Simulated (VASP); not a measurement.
# Ir (Im-3m) in VASP: further runs, part 2 of 2

VASP 6.6.1.

**5. Single point, PBE**

The input, INCAR:

```
SYSTEM = Ir
ALGO = Normal
EDIFF = 1E-6
ENCUT = 500
GGA = PE
GGA_COMPAT = .FALSE.
ISIF = 2
ISMEAR = -1
LASPH = .TRUE.
LCHARG = .FALSE.
LREAL = .FALSE.
LWAVE = .FALSE.
NBANDS = 10
NELM = 120
PREC = Accurate
SIGMA = 0.1
```

The input, KPOINTS:

```
k-points
0
G
  16 16 16
  0 0 0
```

The input, POSCAR:

```
Ir
1.0
   -1.5557685081      1.5557685081      1.5557685081
    1.5557685081     -1.5557685081      1.5557685081
    1.5557685081      1.5557685081     -1.5557685081
Ir
1
Direct
    0.0000000000      0.0000000000      0.0000000000
```

Potentials or basis: VASP PAW PBE potentials, release 64 (Ir).

On the command line:

```console
$ cat potpaw_PBE.64/Ir/POTCAR > POTCAR
$ mpirun -np 1 vasp_std > vasp.out
```

OUTCAR:

```text
SYSTEM = Ir
   EDIFF = 1E-6
   ENCUT = 500
   GGA = PE
   ISIF = 2
   ISMEAR = -1
   LASPH = .TRUE.
   LREAL = .FALSE.
   NELM = 120
   PREC = Accurate

 ion  position               nearest neighbor table
   1  0.000  0.000  0.000-

  LATTYP: Found a body centered cubic cell.
 ALAT       =     3.1115370162

  Lattice vectors:

 A1 = (  -1.5557685081,   1.5557685081,   1.5557685081)
 A2 = (   1.5557685081,  -1.5557685081,   1.5557685081)
 A3 = (   1.5557685081,   1.5557685081,  -1.5557685081)

Analysis of symmetry for initial positions (statically):
=====================================================================
 Subroutine PRICEL returns:
 Original cell was already a primitive cell.

 Routine SETGRP: Setting up the symmetry group for a
 body centered cubic supercell.

 Subroutine GETGRP returns: Found 48 space group operations
 (whereof 48 operations were pure point group operations)
 out of a pool of 48 trial point group operations.

The static configuration has the point symmetry O_h .

Analysis of symmetry for dynamics (positions and initial velocities):
=====================================================================
 Subroutine PRICEL returns:
 Original cell was already a primitive cell.

 Routine SETGRP: Setting up the symmetry group for a
 body centered cubic supercell.

 Subroutine GETGRP returns: Found 48 space group operations
 (whereof 48 operations were pure point group operations)
 out of a pool of 48 trial point group operations.

The dynamic configuration has the point symmetry O_h .

 Subroutine INISYM returns: Found 48 space group operations
 (whereof 48 operations are pure point group operations),
 and found     1 'primitive' translations

----------------------------------------------------------------------------------------

                                     Primitive cell

  volume of cell :      15.0624

  direct lattice vectors                    reciprocal lattice vectors
    -1.555768508  1.555768508  1.555768508     0.000000000  0.321384575  0.321384575
     1.555768508 -1.555768508  1.555768508     0.321384575  0.000000000  0.321384575
     1.555768508  1.555768508 -1.555768508     0.321384575  0.321384575  0.000000000

  length of vectors
     2.694670101  2.694670101  2.694670101     0.454506424  0.454506424  0.454506424

  position of ions in fractional coordinates (direct lattice)
     0.000000000  0.000000000  0.000000000

  ion indices of the primitive-cell ions
   primitive index   ion index
                 1           1

----------------------------------------------------------------------------------------

 KPOINTS: k-points

Automatic generation of k-mesh.
 Grid dimensions read from file:
 generate k-points for:   16   16   16

 Generating k-lattice:

  Cartesian coordinates                     Fractional coordinates (reciprocal lattice)
     0.000000000  0.020086536  0.020086536     0.062500000  0.000000000  0.000000000
     0.020086536  0.000000000  0.020086536     0.000000000  0.062500000  0.000000000
     0.020086536  0.020086536  0.000000000     0.000000000  0.000000000  0.062500000

  Length of vectors
     0.028406651  0.028406651  0.028406651

  Shift w.r.t. Gamma in fractional coordinates (k-lattice)
     0.000000000  0.000000000  0.000000000

 Subroutine IBZKPT returns following result:
 ===========================================

 Found    145 irreducible k-points:

 Following reciprocal coordinates:
            Coordinates               Weight
  0.000000  0.000000  0.000000      1.000000
  0.062500  0.000000  0.000000     12.000000
  0.125000  0.000000  0.000000     12.000000
  0.187500  0.000000  0.000000     12.000000
  0.250000  0.000000  0.000000     12.000000
  0.312500  0.000000  0.000000     12.000000
[... 16 lines left out ...]
  0.187500  0.187500  0.000000     24.000000
  0.250000  0.187500  0.000000     48.000000
 [... further k-points ...]
   k-points           NKPTS =    145   k-points in BZ     NKDIM =    145   number of bands    NBANDS=     10
   number of dos      NEDOS =    301   number of ions     NIONS =      1
   total plane-waves  NPLWV =   8000
   dimension x,y,z NGX =    20 NGY =   20 NGZ =   20
   dimension x,y,z NGXF=    40 NGYF=   40 NGZF=   40
   ions per type =               1
   NGX,Y,Z   is equivalent  to a cutoff of  12.34, 12.34, 12.34 a.u.
   NGXF,Y,Z  is equivalent  to a cutoff of  24.68, 24.68, 24.68 a.u.
 SYSTEM =  Ir
   PREC   = accura    normal or accurate (medium, high low for compatibility)
   ISTART =      0    job   : 0-new  1-cont  2-samecut
   ICHARG =      2    charge: 1-file 2-atom 10-const
   ISPIN  =      1    spin polarized calculation?
   LNONCOLLINEAR =      F non collinear calculations
   LSORBIT =      F    spin-orbit coupling
   LASPH  =      T    aspherical Exc in radial PAW
   ENCUT  =  500.0 eV  36.75 Ry    6.06 a.u.   4.91  4.91  4.91*2*pi/ulx,y,z
   NELM   =    120;   NELMIN=  2; NELMDL= -5     # of ELM steps
   EDIFF  = 0.1E-05   stopping-criterion for ELM
   LREAL  =      F    real-space projection
   EDIFFG = 0.1E-04   stopping-criterion for IOM
   NSW    =      0    number of steps for IOM
   IBRION =     -1    ionic relax: 0-MD 1-quasi-New 2-CG
   NFREE  =      0    steps in history (QN), initial steepest desc. (CG)
   ISIF   =      2    stress and relaxation
   ISYM   =      2    0-nonsym 1-usesym 2-fastsym
   POTIM  = 0.5000    time-step for ionic-motion
   TEBEG  =    0.0;   TEEND  =   0.0 temperature during run
   PSTRESS=    0.0 pullay stress
   NELECT =       9.0000    total number of electrons
   NUPDOWN=      -1.0000    fix difference up-down
   EMIN   =  10.00;   EMAX   =-10.00  energy-range for DOS
   EFERMI =   0.00;   METHOD = LEGACY
   ISMEAR =    -1;   SIGMA  =   0.10  broadening in eV -4-tet -1-fermi 0-gaus
   EFERMI_NEDOS =   21; number of points for ismear=-14 and -15
   IALGO  =     38    algorithm
   IMIX   =      4    mixing-type and parameters
     AMIX     =   0.40;   BMIX     =  1.00
     AMIX_MAG =   1.60;   BMIX_MAG =  1.00
  volume/ion in A,a.u.               =      15.06       101.65
  Fermi-wavevector in a.u.,A,eV,Ry     =   1.378872  2.605691 25.868602  1.901289
  Thomas-Fermi vector in A             =   2.503894
   LORBIT       =      0    0 simple, 1 ext, 2 COOP (PROOUT), +10 PAW based schemes
   GGA     = PE    functional components
   LHFCALC =     F    Hartree Fock is set to
   AEXX    =    0.0000 exact exchange contribution
   IVDW    =     0    specifies the selected vdW correction
   LEPSILON=     F    determine dielectric tensor
   LRPA    =     F    only Hartree local field effects (RPA)
 non-spin polarized calculation
  energy-cutoff  :      500.00
  volume of cell :       15.06
 maximum number of plane-waves:       394
   NGX =  9   NGY =  9   NGZ =  9

 number of electron       9.0000002 magnetization

 Free energy of the ion-electron system (eV)
  ---------------------------------------------------
  ext. energy  EPLUGINS =         0.00000000
  ---------------------------------------------------
  free energy    TOTEN  =        -8.25558978 eV

  energy without entropy =       -8.17787459  energy(sigma->0) =       -8.21673219

 E-fermi :   9.1227     XC(G=0): -13.5987

 val. band max:        9.1191508813   @ k =  -0.3125   0.3125   0.0625
 cond. band min:       9.1257330843   @ k =   0.2500   0.1875   0.0000
 fundamental gap:      0.0065822030
 Fermi energy:         9.1226928923

 k-point     1 :       0.0000    0.0000    0.0000
  band No.  band energies     occupation
      1      -1.0943      2.00000
      2       5.7357      2.00000
      3       5.7357      2.00000
      4       5.7357      2.00000
      5       8.6283      1.98585
      6       8.6283      1.98585
      7      26.0624      0.00000
      8      26.0624      0.00000
      9      26.0624      0.00000
     10      36.5330      0.00000
[... 287 lines left out ...]
 k-point    24 :       0.2500    0.1875    0.0000
  band No.  band energies     occupation
      1       2.8241      2.00000
      2       4.5211      2.00000
      3       5.3126      2.00000
      4       8.0961      1.99993
      5       9.1257      0.98480
      6      11.2902      0.00000
      7      20.2186      0.00000
      8      23.2716      0.00000
      9      26.0789      0.00000
     10      30.4438      0.00000

 [... further k-points ...]

------------------------ aborting loop because EDIFF is reached ----------------------------------------

  FORCE on cell =-STRESS in cart. coord.  units (eV):
  Direction    XX          YY          ZZ          XY          YZ          ZX
  --------------------------------------------------------------------------------------
  -------------------------------------------------------------------------------------
  Total        0.0498676      0.0498676      0.0498676     -0.0000000      0.0000000     -0.0000000
  in kB        5.3043728      5.3043728      5.3043728     -0.0000000      0.0000000     -0.0000000
  external PRESSURE =       5.3043728 kB  Pullay stress =       0.0000000 kB

 VOLUME and BASIS-vectors are now :
 -----------------------------------------------------------------------------
  energy-cutoff  :      500.00
  volume of cell :       15.06
      direct lattice vectors                 reciprocal lattice vectors
    -1.555768508  1.555768508  1.555768508     0.000000000  0.321384575  0.321384575
     1.555768508 -1.555768508  1.555768508     0.321384575  0.000000000  0.321384575
     1.555768508  1.555768508 -1.555768508     0.321384575  0.321384575  0.000000000

 POSITION                                       TOTAL-FORCE (eV/Angst)
 -----------------------------------------------------------------------------------
      0.00000      0.00000      0.00000        -0.000000     -0.000000      0.000000
 -----------------------------------------------------------------------------------
    total drift:                                0.000000     -0.000000      0.000000

  FREE ENERGIE OF THE ION-ELECTRON SYSTEM (eV)
  ---------------------------------------------------
  free  energy   TOTEN  =        -8.2555897830 eV

  energy  without entropy=       -8.1778745903  energy(sigma->0) =       -8.21673219
```

Run time: 36 s. Hardware: 1 thread of Intel Xeon 8259CL, shared host; peak memory 0.14 GiB.

Results:

```
Free energy : -8.2556 eV
Pressure    : 0.5 GPa
```

Caveat: spin-orbit coupling is left out, which moves the levels of the heavy elements.

**6. Overview**

```tsv
cell	k mesh	gap on the mesh (eV)	pressure (GPa)
a = 2.695 Å, angles 109.5°, 1 atom	14 × 14 × 14	none	0.4
a = 2.621 Å, angles 109.5°, 1 atom	16 × 16 × 16	none	32.4
a = 2.658 Å, angles 109.5°, 1 atom	16 × 16 × 16	none	14.6
a = 2.695 Å, angles 109.5°, 1 atom	16 × 16 × 16	none	0.5
```

Alike in all rows: task single point; level PBE; potentials or basis VASP PAW PBE potentials, release 64 (Ir); no spin polarisation; cutoff (eV) 500; smearing fermi-dirac 0.1 eV.

Caveats: spin-orbit coupling is left out, which moves the levels of the heavy elements.

Total energies depend on the potentials used, so only differences within one code and one set of settings carry meaning.
